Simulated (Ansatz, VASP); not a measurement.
# Au: VASP beside Ansatz

Contents of INCAR:

```
SYSTEM = Au
ALGO     = Normal         ! electronic algorithm
EDIFF    = 1E-7           ! SCF threshold, eV
ENCUT    = 520            ! plane-wave cutoff, eV
GGA      = PS             ! functional
ISIF     = 2              ! what is computed and relaxed
ISMEAR   = 0              ! smearing method
LASPH    = .TRUE.         ! aspherical terms in the spheres
LCHARG   = .TRUE.         ! write CHGCAR
LELF     = .TRUE.         ! ELF
LREAL    = .FALSE.        ! projectors in reciprocal space
LVHAR    = .TRUE.       
LWAVE    = .FALSE.        ! write WAVECAR
NBANDS   = 12             ! bands
NELM     = 80             ! most SCF steps
PREC     = Accurate       ! precision mode
SIGMA    = 0.15           ! smearing width, eV
```

Contents of KPOINTS:

```
k-points
0
G
  20 20 20
  0 0 0
```

POSCAR

```
Au
1.0
   -1.6075509300      1.6075509300      1.6821280350
    1.6075509300     -1.6075509300      1.6821280350
    1.6075509300      1.6075509300     -1.6821280350
Au
1
Direct
    0.0000000000      0.0000000000      0.0000000000
```

Input for Ansatz:

```yaml
crystal:
  lattice:
    - [-1.60755093, 1.60755093, 1.682128035]
    - [1.60755093, -1.60755093, 1.682128035]
    - [1.60755093, 1.60755093, -1.682128035]
  atoms:
    - { symbol: Au, position: [0.0, 0.0, 0.0] }
basis:
  ecutwfc: 420
kpoints:
  mp_grid: { grid: [20, 20, 20] }
hamiltonian:
  xc: pbesol
scf:
  occupations: { method: gaussian, width: 0.15 }
output:
  forces: true
  stress: true
  eigenvalues: true
```

Change from the starting cell: strain -0.030 along x and y, +0.015 along z, atoms carried along.

Alike in both runs: task single point; functional PBEsol; k mesh 20 × 20 × 20; occupations gaussian, width 0.15 eV; no spin polarisation.

|  | VASP | Ansatz |
| --- | --- | --- |
| version | VASP 6.6.1 | Ansatz 0.2.0 |
| potentials or method | VASP PAW PBE potentials, release 64 (Au), cutoff 520 eV | scalar-relativistic, plane waves, PAW |
| valence electrons in the cell | 11 | 19 |

VASP gave:

| Item | Value |
| --- | --- |
| gap on the k mesh at the Fermi level (eV) | none |
| pressure (GPa) | -3.5 |
| traceless stress, the component that is largest in VASP (GPa) | 0.16 |

Estimate Ansatz's values.

gap on the k mesh at the Fermi level (eV): none; pressure (GPa): -3.2; traceless stress, the component that is largest in VASP (GPa): 0.15.

VASP's potentials were made for PBE, not for PBEsol. A gap of «none» marks a metal or a gap that the smearing closes. VASP's potentials hold 11 valence electrons a cell and Ansatz's 19, so a difference there can come from the potentials and not from the codes.

Spin-orbit coupling is off throughout.
